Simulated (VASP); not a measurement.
Sb:

```
Sb
1.0
     3.18093    0.00000    0.00000
     0.00000    3.18093    0.00000
     0.00000    0.00000    3.18093
Sb
1
Direct
  0.00000 0.00000 0.00000
```

This cell differs from its parent crystal: volume scaled by 1.02.

Base run:

- Program: VASP 6.6.1
- Functional: PBE
- Potentials or basis: VASP PAW PBE potentials, release 64 (Sb)
- Cutoff: 520 eV
- k mesh: 8 × 8 × 8
- Occupations: fermi-dirac, width 0.05 eV
- Spin: no spin polarisation

Its results: pressure -3.2 GPa.

The run is repeated on the same cell with these changes: functional from PBE to PBE0; k mesh from 8 × 8 × 8 to 4 × 4 × 4. What comes out?

Pressure -7.3 GPa.

Several settings changed at once, so the effect can't be laid on one alone.

Caveats: some runs use coarse meshes; the PAW data sets were made with another functional, which shifts forces and pressure a little (some runs).
